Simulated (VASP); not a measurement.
Set up this calculation in VASP 6.6.1, as the native input.

```yaml
Task: single point
Functional: PBE
Potentials_or_basis: VASP PAW PBE potentials, release 64 (In_d, O)
Cutoff: 520 eV
k_mesh: 3 × 3 × 4
Occupations: gaussian, width 0.2 eV
Spin: no spin polarisation
Dipole_correction: no
Further_INCAR_settings: ALGO = Normal; EDIFF = 1e-06; NBANDS = 51
```

The structure of In6O lies in POSCAR:

```
In6O
1.0
    6.2396705431      0.0000000027      0.0000000000
   -3.1198352739      5.4037132002      0.0000000000
    0.0000000000      0.0000000000      5.1501955965
In O
6 1
Direct
    0.3352567310      0.0000000000      0.7550721944
    0.0000000000      0.3352567310      0.7550721944
    0.6647432690      0.6647432690      0.7550721944
    0.0000000000      0.6647432690      0.2449278056
    0.6647432690      0.0000000000      0.2449278056
    0.3352567310      0.3352567310      0.2449278056
    0.0000000000      0.0000000000      0.5000000000
```

One way to write it, as run:

INCAR

```
ALGO = Normal ; EDIFF = 1E-6
ENCUT = 520 ; GGA = PE
ISIF = 2 ; ISMEAR = 0
LASPH = True ; LCHARG = True
LELF = True ; LREAL = False
LVHAR = True ; LWAVE = False
NBANDS = 51 ; NELM = 80
PREC = Accurate ; SIGMA = 0.2
```

KPOINTS

```
k-points
0
Gamma
  3 3 4
```

Potentials or basis: VASP PAW PBE potentials, release 64 (In_d, O).

Run with:

```console
$ cat potpaw_PBE.64/In_d/POTCAR potpaw_PBE.64/O/POTCAR > POTCAR
$ mpirun -np 1 vasp_std > vasp.out
```

Results of the run:

The pressure is 0.2 GPa and the largest force is 0.016 eV/Å. The band gap on the k mesh is zero (band 42 reaches 6.98 eV, above the bottom of band 43 at 6.37 eV).

Caveat: the k points lie up to 0.39 Å⁻¹ apart; spin-orbit coupling is left out, which moves the levels of the heavy elements.

Run time: 88 s on 1 thread of Intel(R) Xeon(R) Platinum 8488C (Sapphire Rapids), with other jobs on the host, peak memory 0.3 GiB.
